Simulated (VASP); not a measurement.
Wanted: the native input for a VASP 6.6.1 run.

* Task: single point
* Functional: r2SCAN
* Potentials or basis: VASP PAW PBE potentials, release 64 (Ag)
* Cutoff: 520 eV
* k mesh: 18 × 18 × 18
* Occupations: gaussian, width 0.1 eV
* Spin: no spin polarisation
* Dipole correction: no
* Further INCAR settings: ALGO = Normal; EDIFF = 1e-07; NBANDS = 12

Crystal: Ag.

```
Ag
1.0
     0.00000    2.11834    2.11834
     2.11834    0.00000    2.11834
     2.11834    2.11834    0.00000
Ag
1
Direct
  0.00000 0.00000 0.00000
```

This cell differs from its parent crystal: volume scaled by 1.10.

The input as run:

POSCAR

```
Ag
1.0
    0.0000000000      2.1183350869      2.1183350869
    2.1183350869      0.0000000000      2.1183350869
    2.1183350869      2.1183350869      0.0000000000
Ag
1
Direct
    0.0000000000      0.0000000000      0.0000000000
```

INCAR.step1

```
SYSTEM = Ag
ALGO = Normal
EDIFF = 1E-4
ENCUT = 520
GGA = PE
ISMEAR = 0
LASPH = .True.
LCHARG = .False.
LREAL = .False.
LWAVE = .True.
NBANDS = 12
NELM = 100
PREC = Accurate
SIGMA = 0.1
```

INCAR.step2

```
SYSTEM = Ag
ALGO = Normal
EDIFF = 1E-7
ENCUT = 520
ISIF = 2
ISMEAR = 0
ISTART = 1
LASPH = .True.
LCHARG = .True.
LELF = .True.
LMIXTAU = .True.
LREAL = .False.
LVHAR = .True.
LWAVE = .False.
METAGGA = R2SCAN
NBANDS = 12
NELM = 100
PREC = Accurate
SIGMA = 0.1
```

KPOINTS

```
k-points
0
Gamma
  18 18 18
  0 0 0
```

Potentials or basis: VASP PAW PBE potentials, release 64 (Ag).

The run is started by

```bash
$ cat potpaw_PBE.64/Ag/POTCAR > POTCAR
$ cp INCAR.step1 INCAR
$ mpirun -np 1 vasp_std > vasp.out
$ cp INCAR.step2 INCAR
$ mpirun -np 1 vasp_std > vasp.out
```

Results of the run:

```json
{
 "Pressure": "-7.5 GPa"
}
```

Caveat: the PAW data sets were made with another functional, which shifts forces and pressure a little.

It took 100 s on 1 thread of AMD EPYC 9R45 96-Core Processor (Zen 5) (shared host), peak memory 0.14 GiB.
